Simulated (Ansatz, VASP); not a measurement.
**One calculation of Hf, two programs**

File INCAR:

```
PREC = Accurate
ENCUT = 500
EDIFF = 1E-6
ISMEAR = 0
SIGMA = 0.15
LREAL = False
LASPH = True
NELM = 120
ALGO = Normal
ISIF = 2
LWAVE = False
LCHARG = False
GGA = PS
NBANDS = 11
GGA_COMPAT = False
```

KPOINTS

```
regular mesh
0
Gamma
  20 20 20
```

File POSCAR:

```
Hf
1.0
   -0.4811054357      2.0073709557      2.0073709557
    2.0073709557     -0.4811054357      2.0073709557
    2.0073709557      2.0073709557     -0.4811054357
Hf
1
Direct
    0.0000000000      0.0000000000      0.0000000000
```

Input for Ansatz:

```yaml
crystal:
  lattice:
    - [-0.4811054357, 2.0073709557, 2.0073709557]
    - [2.0073709557, -0.4811054357, 2.0073709557]
    - [2.0073709557, 2.0073709557, -0.4811054357]
  atoms:
    - { symbol: Hf, position: [0.0, 0.0, 0.0] }
basis:
  ecutwfc: 420
kpoints:
  mp_grid: { grid: [20, 20, 20] }
hamiltonian:
  xc: pbesol
scf:
  occupations: { method: gaussian, width: 0.15 }
output:
  forces: true
  stress: true
  eigenvalues: true
  write_density: true
  write_potential: true
  elf: true
  volumetric_format: npy
```

Alike in both runs: task single point; functional PBEsol; k mesh 20 × 20 × 20; occupations gaussian, width 0.15 eV; no spin polarisation.

|  | VASP | Ansatz |
| --- | --- | --- |
| version | VASP 6.6.1 | Ansatz 0.2.0 |
| potentials or method | VASP PAW PBE potentials, release 64 (Hf_pv), cutoff 500 eV | scalar-relativistic, plane waves, PAW |
| valence electrons in the cell | 10 | 26 |

```tsv
	VASP	Ansatz	Ansatz less VASP
gap on the k mesh at the Fermi level (eV)	none	none	-
pressure (GPa)	0.8	1.1	+0.25
traceless stress, the component that is largest in VASP (GPa)	7.56	7.58	+0.026
```

VASP's potentials were made for PBE, not for PBEsol. A gap of «none» marks a metal or a gap that the smearing closes. With one functional, cell and mesh, what is left measures potentials, basis and numerics. VASP's potentials hold 10 valence electrons a cell and Ansatz's 26, so a difference there can come from the potentials and not from the codes.

Neither program's run includes spin-orbit coupling.
